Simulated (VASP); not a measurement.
# Li (a cell with a defect) in VASP: single point with PBE

Aim: the single point of Li (a cell with a defect) with PBE.

All numbers are computed with VASP 6.6.1; they aren't measurements. Logs are shortened: lines on timing, memory, paths and dates and some standing lists are left out, and cuts for length are marked.

## Step 1: The cell of the first run

The cell holds a defect, 17 atoms: a = 6.980 Å, b = 6.980 Å, c = 6.980 Å, α = 90.00°, β = 90.00°, γ = 90.00°.

## Step 2: Single point, PBE

INCAR reads:

```
SYSTEM = Li
ALGO     = Normal         ! electronic algorithm
EDIFF    = 1E-6           ! SCF threshold, eV
ENCUT    = 520            ! plane-wave cutoff, eV
GGA      = PE             ! functional
ISIF     = 2              ! what is computed and relaxed
ISMEAR   = -1             ! smearing method
LASPH    = .True.         ! aspherical terms in the spheres
LCHARG   = .False.        ! write CHGCAR
LREAL    = Auto         
LWAVE    = .False.        ! write WAVECAR
NBANDS   = 40             ! bands
NELM     = 100            ! most SCF steps
PREC     = Accurate       ! precision mode
SIGMA    = 0.15           ! smearing width, eV
```

KPOINTS reads:

```
k-points
0
Gamma
  3 3 3
  0 0 0
```

POSCAR reads:

```
Li
1.0
    6.9800000000      0.0000000000      0.0000000000
    0.0000000000      6.9800000000      0.0000000000
    0.0000000000      0.0000000000      6.9800000000
Li
17
Direct
   -0.0035765043     -0.0122290831     -0.0051822350
    0.4902219198      0.0031411175      0.0109521490
   -0.0200626074      0.5071232092     -0.0227568768
    0.1044383954      0.0577224928      0.4286604585
    0.2389031519      0.2903262178      0.2009853868
    0.5124795129      0.4560601719      0.0259648997
    0.4996819484     -0.0052507163      0.4911921203
    0.7664340974      0.2282743553      0.2573561605
   -0.0051320917      0.4896865330      0.4988309456
    0.2507975645      0.7291368195      0.2366669054
    0.2514613181      0.2502209169      0.7556520057
    0.4966462751      0.4804982808      0.4862085960
    0.7502345272      0.7418316619      0.2431128940
    0.7518240688      0.2382075931      0.7433406877
    0.2525707736      0.7366391117      0.7498002865
    0.6574232092      0.6941885387      0.8012116046
    0.8841330946      0.8700732092      0.6094541547
```

Potentials or basis: VASP PAW PBE potentials, release 64 (Li_sv).

Started as:

```
> cat potpaw_PBE.64/Li_sv/POTCAR > POTCAR
> mpirun -np 1 vasp_std > vasp.out
```

OUTCAR:

```text
SYSTEM = Li
   EDIFF = 1E-6
   ENCUT = 520
   GGA = PE
   ISIF = 2
   ISMEAR = -1
   LASPH = .True.
   LREAL = Auto
   NELM = 100
   PREC = Accurate

 ion  position               nearest neighbor table
   1  0.996  0.988  0.995-
   2  0.490  0.003  0.011-
   3  0.980  0.507  0.977-
   4  0.104  0.058  0.429-  17 2.38   5 2.46
   5  0.239  0.290  0.201-   4 2.46   6 2.55
   6  0.512  0.456  0.026-  16 2.50   5 2.55
   7  0.500  0.995  0.491-
   8  0.766  0.228  0.257-
   9  0.995  0.490  0.499-
  10  0.251  0.729  0.237-
  11  0.251  0.250  0.756-
  12  0.497  0.480  0.486-
  13  0.750  0.742  0.243-
  14  0.752  0.238  0.743-
  15  0.253  0.737  0.750-
  16  0.657  0.694  0.801-  17 2.41   6 2.50
  17  0.884  0.870  0.609-   4 2.38  16 2.41

  LATTYP: Found a simple cubic cell.
 ALAT       =     6.9800000000

  Lattice vectors:

 A1 = (   6.9800000000,   0.0000000000,   0.0000000000)
 A2 = (   0.0000000000,   6.9800000000,   0.0000000000)
 A3 = (   0.0000000000,   0.0000000000,   6.9800000000)

Analysis of symmetry for initial positions (statically):
=====================================================================
 Subroutine PRICEL returns:
 Original cell was already a primitive cell.

 Routine SETGRP: Setting up the symmetry group for a
 simple cubic supercell.

 Subroutine GETGRP returns: Found  1 space group operations
 (whereof  1 operations were pure point group operations)
 out of a pool of 48 trial point group operations.

The static configuration has the point symmetry C_1 .

Analysis of symmetry for dynamics (positions and initial velocities):
=====================================================================
 Subroutine PRICEL returns:
 Original cell was already a primitive cell.

 Routine SETGRP: Setting up the symmetry group for a
 simple cubic supercell.

 Subroutine GETGRP returns: Found  1 space group operations
 (whereof  1 operations were pure point group operations)
 out of a pool of 48 trial point group operations.

The dynamic configuration has the point symmetry C_1 .

 Subroutine INISYM returns: Found  1 space group operations
 (whereof  1 operations are pure point group operations),
 and found     1 'primitive' translations

----------------------------------------------------------------------------------------

                                     Primitive cell

  volume of cell :     340.0684

  direct lattice vectors                    reciprocal lattice vectors
     6.980000000  0.000000000  0.000000000     0.143266476  0.000000000  0.000000000
     0.000000000  6.980000000  0.000000000     0.000000000  0.143266476  0.000000000
     0.000000000  0.000000000  6.980000000     0.000000000  0.000000000  0.143266476

  length of vectors
     6.980000000  6.980000000  6.980000000     0.143266476  0.143266476  0.143266476

  position of ions in fractional coordinates (direct lattice)
     0.996423496  0.987770917  0.994817765
     0.490221920  0.003141118  0.010952149
     0.979937393  0.507123209  0.977243123
     0.104438395  0.057722493  0.428660458
     0.238903152  0.290326218  0.200985387
     0.512479513  0.456060172  0.025964900
[... 9 lines left out ...]
     0.657423209  0.694188539  0.801211605
     0.884133095  0.870073209  0.609454155

  ion indices of the primitive-cell ions
   primitive index   ion index
                 1           1
                 2           2
                 3           3
                 4           4
                 5           5
                 6           6
[... 9 lines left out ...]
                16          16
                17          17

----------------------------------------------------------------------------------------

 KPOINTS: k-points

Automatic generation of k-mesh.
 Grid dimensions read from file:
 generate k-points for:    3    3    3

 Generating k-lattice:

  Cartesian coordinates                     Fractional coordinates (reciprocal lattice)
     0.047755492  0.000000000  0.000000000     0.333333333  0.000000000  0.000000000
     0.000000000  0.047755492  0.000000000     0.000000000  0.333333333  0.000000000
     0.000000000  0.000000000  0.047755492     0.000000000  0.000000000  0.333333333

  Length of vectors
     0.047755492  0.047755492  0.047755492

  Shift w.r.t. Gamma in fractional coordinates (k-lattice)
     0.000000000  0.000000000  0.000000000

 Subroutine IBZKPT returns following result:
 ===========================================

 Found     14 irreducible k-points:

 Following reciprocal coordinates:
            Coordinates               Weight
  0.000000  0.000000  0.000000      1.000000
  0.333333  0.000000  0.000000      2.000000
  0.000000  0.333333  0.000000      2.000000
  0.000000  0.000000  0.333333      2.000000
  0.333333  0.333333  0.000000      2.000000
  0.000000  0.333333  0.333333      2.000000
  0.333333  0.000000  0.333333      2.000000
 -0.333333  0.333333  0.000000      2.000000
 -0.333333  0.000000  0.333333      2.000000
  0.000000 -0.333333  0.333333      2.000000
  0.333333  0.333333  0.333333      2.000000
 -0.333333  0.333333  0.333333      2.000000
 -0.333333 -0.333333  0.333333      2.000000
  0.333333 -0.333333  0.333333      2.000000
   k-points           NKPTS =     14   k-points in BZ     NKDIM =     14   number of bands    NBANDS=     40
   number of dos      NEDOS =    301   number of ions     NIONS =     17
   total plane-waves  NPLWV = 157464
   dimension x,y,z NGX =    54 NGY =   54 NGZ =   54
   dimension x,y,z NGXF=   108 NGYF=  108 NGZF=  108
   ions per type =              17
   NGX,Y,Z   is equivalent  to a cutoff of  12.86, 12.86, 12.86 a.u.
   NGXF,Y,Z  is equivalent  to a cutoff of  25.72, 25.72, 25.72 a.u.
 SYSTEM =  Li
   PREC   = accura    normal or accurate (medium, high low for compatibility)
   ISTART =      0    job   : 0-new  1-cont  2-samecut
   ICHARG =      2    charge: 1-file 2-atom 10-const
   ISPIN  =      1    spin polarized calculation?
   LNONCOLLINEAR =      F non collinear calculations
   LSORBIT =      F    spin-orbit coupling
   LASPH  =      T    aspherical Exc in radial PAW
   ENCUT  =  520.0 eV  38.22 Ry    6.18 a.u.  12.98 12.98 12.98*2*pi/ulx,y,z
   NELM   =    100;   NELMIN=  2; NELMDL= -5     # of ELM steps
   EDIFF  = 0.1E-05   stopping-criterion for ELM
   LREAL  =      T    real-space projection
   EDIFFG = 0.1E-04   stopping-criterion for IOM
   NSW    =      0    number of steps for IOM
   IBRION =     -1    ionic relax: 0-MD 1-quasi-New 2-CG
   NFREE  =      0    steps in history (QN), initial steepest desc. (CG)
   ISIF   =      2    stress and relaxation
   ISYM   =      2    0-nonsym 1-usesym 2-fastsym
   POTIM  = 0.5000    time-step for ionic-motion
   TEBEG  =    0.0;   TEEND  =   0.0 temperature during run
   PSTRESS=    0.0 pullay stress
   NELECT =      51.0000    total number of electrons
   NUPDOWN=      -1.0000    fix difference up-down
   EMIN   =  10.00;   EMAX   =-10.00  energy-range for DOS
   EFERMI =   0.00;   METHOD = LEGACY
   ISMEAR =    -1;   SIGMA  =   0.15  broadening in eV -4-tet -1-fermi 0-gaus
   EFERMI_NEDOS =   21; number of points for ismear=-14 and -15
   IALGO  =     38    algorithm
   IMIX   =      4    mixing-type and parameters
     AMIX     =   0.40;   BMIX     =  1.00
     AMIX_MAG =   1.60;   BMIX_MAG =  1.00
  volume/ion in A,a.u.               =      20.00       134.99
  Fermi-wavevector in a.u.,A,eV,Ry     =   0.869780  1.643646 10.293044  0.756517
  Thomas-Fermi vector in A             =   1.988651
   LORBIT       =      0    0 simple, 1 ext, 2 COOP (PROOUT), +10 PAW based schemes
   GGA     = PE    functional components
   LHFCALC =     F    Hartree Fock is set to
   AEXX    =    0.0000 exact exchange contribution
   IVDW    =     0    specifies the selected vdW correction
   LEPSILON=     F    determine dielectric tensor
   LRPA    =     F    only Hartree local field effects (RPA)
 non-spin polarized calculation
  energy-cutoff  :      520.00
  volume of cell :      340.07
 maximum number of plane-waves:      9180
 NGX is ok and might be reduce to    54
   NGX = 25   NGY = 25   NGZ = 25

 number of electron      50.9999999 magnetization

 Free energy of the ion-electron system (eV)
  ---------------------------------------------------
  ext. energy  EPLUGINS =         0.00000000
  ---------------------------------------------------
  free energy    TOTEN  =       -32.01643282 eV

  energy without entropy =      -31.50211305  energy(sigma->0) =      -31.75927293

 E-fermi :   0.6179     XC(G=0):  -7.0714

 val. band max:        0.6055029627   @ k =   0.0000   0.0000   0.0000
 cond. band min:       0.6233955798   @ k =   0.0000   0.3333   0.3333
 fundamental gap:      0.0178926171
 Fermi energy:         0.6178883430

 k-point     1 :       0.0000    0.0000    0.0000
  band No.  band energies     occupation
      1     -46.0461      2.00000
      2     -45.9963      2.00000
      3     -45.9537      2.00000
      4     -45.9102      2.00000
      5     -45.9020      2.00000
      6     -45.8940      2.00000
[... 29 lines left out ...]
     36       3.7236      0.00000
     37       3.7464      0.00000

 k-point     2 :       0.3333    0.0000    0.0000
  band No.  band energies     occupation
      1     -46.0460      2.00000
      2     -45.9964      2.00000
      3     -45.9536      2.00000
      4     -45.9101      2.00000
      5     -45.9019      2.00000
      6     -45.8940      2.00000
[... 29 lines left out ...]
     36       3.7813      0.00000
     37       3.8860      0.00000

 k-point     3 :       0.0000    0.3333    0.0000
  band No.  band energies     occupation
      1     -46.0460      2.00000
      2     -45.9964      2.00000
      3     -45.9536      2.00000
      4     -45.9101      2.00000
      5     -45.9020      2.00000
      6     -45.8940      2.00000
[... 29 lines left out ...]
     36       3.7486      0.00000
     37       3.8256      0.00000

 k-point     4 :       0.0000    0.0000    0.3333
  band No.  band energies     occupation
      1     -46.0460      2.00000
      2     -45.9964      2.00000
      3     -45.9536      2.00000
      4     -45.9102      2.00000
      5     -45.9021      2.00000
      6     -45.8941      2.00000
[... 29 lines left out ...]
     36       3.7452      0.00000
     37       3.8113      0.00000
[... 282 lines left out ...]
  band No.  band energies     occupation
      1     -46.0459      2.00000
      2     -45.9965      2.00000
      3     -45.9537      2.00000
      4     -45.9101      2.00000
      5     -45.9019      2.00000
      6     -45.8943      2.00000
[... 29 lines left out ...]
     36       3.6008      0.00000
     37       3.9575      0.00000

 k-point    13 :      -0.3333   -0.3333    0.3333
  band No.  band energies     occupation
      1     -46.0459      2.00000
      2     -45.9964      2.00000
      3     -45.9537      2.00000
      4     -45.9101      2.00000
      5     -45.9019      2.00000
      6     -45.8942      2.00000
[... 29 lines left out ...]
     36       3.8729      0.00000
     37       3.9346      0.00000

 k-point    14 :       0.3333   -0.3333    0.3333
  band No.  band energies     occupation
      1     -46.0459      2.00000
      2     -45.9965      2.00000
      3     -45.9537      2.00000
      4     -45.9101      2.00000
      5     -45.9020      2.00000
      6     -45.8943      2.00000
[... 29 lines left out ...]
     36       3.7093      0.00000
     37       3.9049      0.00000
 [bands above 37 left out]

------------------------ aborting loop because EDIFF is reached ----------------------------------------

  FORCE on cell =-STRESS in cart. coord.  units (eV):
  Direction    XX          YY          ZZ          XY          YZ          ZX
  --------------------------------------------------------------------------------------
  -------------------------------------------------------------------------------------
  Total        0.8687038      0.4936444      0.4172863      0.8146571     -0.7754875     -0.8235991
  in kB        4.0927577      2.3257260      1.9659769      3.8381256     -3.6535842     -3.8802540
  external PRESSURE =       2.7948202 kB  Pullay stress =       0.0000000 kB

 VOLUME and BASIS-vectors are now :
 -----------------------------------------------------------------------------
  energy-cutoff  :      520.00
  volume of cell :      340.07
      direct lattice vectors                 reciprocal lattice vectors
     6.980000000  0.000000000  0.000000000     0.143266476  0.000000000  0.000000000
     0.000000000  6.980000000  0.000000000     0.000000000  0.143266476  0.000000000
     0.000000000  0.000000000  6.980000000     0.000000000  0.000000000  0.143266476

 POSITION                                       TOTAL-FORCE (eV/Angst)
 -----------------------------------------------------------------------------------
      6.95504      6.89464      6.94383        -0.002823      0.000943      0.002070
      3.42175      0.02193      0.07645        -0.000758     -0.004522     -0.000095
      6.83996      3.53972      6.82116        -0.003626      0.000946      0.000167
      0.72898      0.40290      2.99205        -0.001547     -0.008946      0.004495
      1.66754      2.02648      1.40288         0.007427     -0.002870     -0.004380
      3.57711      3.18330      0.18123         0.003464      0.005806     -0.003799
[... 9 lines left out ...]
      4.58881      4.84544      5.59246        -0.000455      0.012606     -0.016197
      6.17125      6.07311      4.25399        -0.001476     -0.005152      0.009498
 -----------------------------------------------------------------------------------
    total drift:                                0.013342     -0.004300      0.016924

  FREE ENERGIE OF THE ION-ELECTRON SYSTEM (eV)
  ---------------------------------------------------
  free  energy   TOTEN  =       -32.0164328172 eV

  energy  without entropy=      -31.5021130511  energy(sigma->0) =      -31.75927293
```

It took 5 min on 1 thread of Intel Xeon Platinum 8259CL at 2.50GHz (Skylake/Cascade Lake), shared host; peak memory 0.41 GiB.

What came out:

- Free energy: -32.0164 eV
- Largest force: 0.021 eV/Å
- Band gap on the k mesh: zero (an odd number of electrons rules out a gap without spin polarisation)

Forces in eV/Å, atoms in the order of the input:
```
Li  -0.003  0.001  0.002
Li  -0.001 -0.005  0.000
Li  -0.004  0.001  0.000
Li  -0.002 -0.009  0.004
Li   0.007 -0.003 -0.004
Li   0.003  0.006 -0.004
Li  -0.006  0.001 -0.002
Li   0.001 -0.003 -0.002
Li  -0.004  0.002  0.002
Li   0.007  0.001  0.003
Li   0.005 -0.002  0.000
Li  -0.005 -0.005 -0.001
Li   0.005  0.003  0.010
Li  -0.006  0.000  0.003
Li   0.003  0.003 -0.005
Li   0.000  0.013 -0.016
Li  -0.001 -0.005  0.009
```

Levels at points of the mesh, in eV from the Fermi level:
| k point | band 21 | band 22 | band 23 | band 24 | band 25 | band 26 | band 27 | band 28 | band 29 | band 30 |
| --- | --- | --- | --- | --- | --- | --- | --- | --- | --- | --- |
| (0.00, 0.00, 0.00) | -1.20 | -1.18 | -1.18 | -1.16 | -0.01 | 0.01 | 0.34 | 0.36 | 0.37 | 0.38 |

Caveat: the cutoff is under 1.25 times the usual one of these potentials, so pressure, stress and relaxed cells hold a basis-set (Pulay) error.
